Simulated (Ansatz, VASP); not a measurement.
## Co in VASP and in Ansatz

POSCAR

```
Co
1.0
    2.4726832989      0.0000000000      0.0000000000
   -1.2363416495      2.1414065524      0.0000000000
    0.0000000000      0.0000000000      4.0144467266
Co
2
Direct
    0.3333333333      0.6666666667      0.7500000000
    0.6666666667      0.3333333333      0.2500000000
```

The input INCAR.step1:

```
PREC = Accurate
ENCUT = 520
ISMEAR = 0
SIGMA = 0.05
LREAL = F
LASPH = T
NELM = 150
ISPIN = 2
MAGMOM = 0.5 0.5
LMAXMIX = 4
NBANDS = 20
GGA = PE
ALGO = Normal
EDIFF = 1E-4
LWAVE = T
LCHARG = F
```

The input INCAR.step2:

```
PREC = Accurate
ENCUT = 520
EDIFF = 1E-6
ISMEAR = 0
SIGMA = 0.05
LREAL = F
LASPH = T
NELM = 150
ALGO = Normal
ISIF = 2
LWAVE = F
LCHARG = F
ISPIN = 2
MAGMOM = 0.5 0.5
LORBIT = 11
LMAXMIX = 4
METAGGA = R2SCAN
LMIXTAU = T
NBANDS = 20
ISTART = 1
```

KPOINTS

```
regular mesh
0
Gamma
  20 20 10
```

Input for Ansatz:

```yaml
crystal:
  lattice:
    - [2.4726832927, 0.0, 0.0]
    - [-1.2363416464, 2.141406547, 0.0]
    - [0.0, 0.0, 4.0144468492]
  atoms:
    - { symbol: Co, position: [0.3333333333, 0.6666666667, 0.75], spin: 0.5 }
    - { symbol: Co, position: [0.6666666667, 0.3333333333, 0.25], spin: 0.5 }
basis:
  ecutwfc: 500
  ecutrho_ratio: 4
kpoints:
  mp_grid: { grid: [20, 20, 10] }
hamiltonian:
  xc: r2scan
scf:
  occupations: { method: gaussian, width: 0.05 }
output:
  forces: true
  stress: true
  eigenvalues: true
  populations: true
magnetization:
  spin_polarized: true
```

Alike in both runs: task single point; functional r2SCAN; k mesh 20 × 20 × 10; occupations gaussian, width 0.05 eV; collinear spin.

|  | VASP | Ansatz |
| --- | --- | --- |
| version | VASP 6.6.1 | Ansatz 0.2.0 |
| potentials or method | VASP PAW PBE potentials, release 64 (Co), cutoff 520 eV | scalar-relativistic, plane waves, PAW |
| valence electrons in the cell | 18 | 34 |

Ansatz gave:

```
pressure (GPa)                                                : 0.0
traceless stress, the component that is largest in VASP (GPa) : -0.06
net moment per atom (μB)                                      : 1.75
size of the moment on the site where the two differ most (μB) : 1.89
```

**Question.** Which values does VASP return?

**Answer.** Pressure (GPa): -0.1; traceless stress, the component that is largest in VASP (GPa): -0.13; net moment per atom (μB): 1.75; size of the moment on the site where the two differ most (μB): 1.81.

VASP's potentials were made for PBE, not for r2SCAN. Site moments also hang on the region over which each program counts them. The functional is the same, so the differences come from potentials, cutoffs and numerics. VASP's potentials hold 18 valence electrons a cell and Ansatz's 34, so a difference there can come from the potentials and not from the codes. Ansatz's warnings: stability check not made.
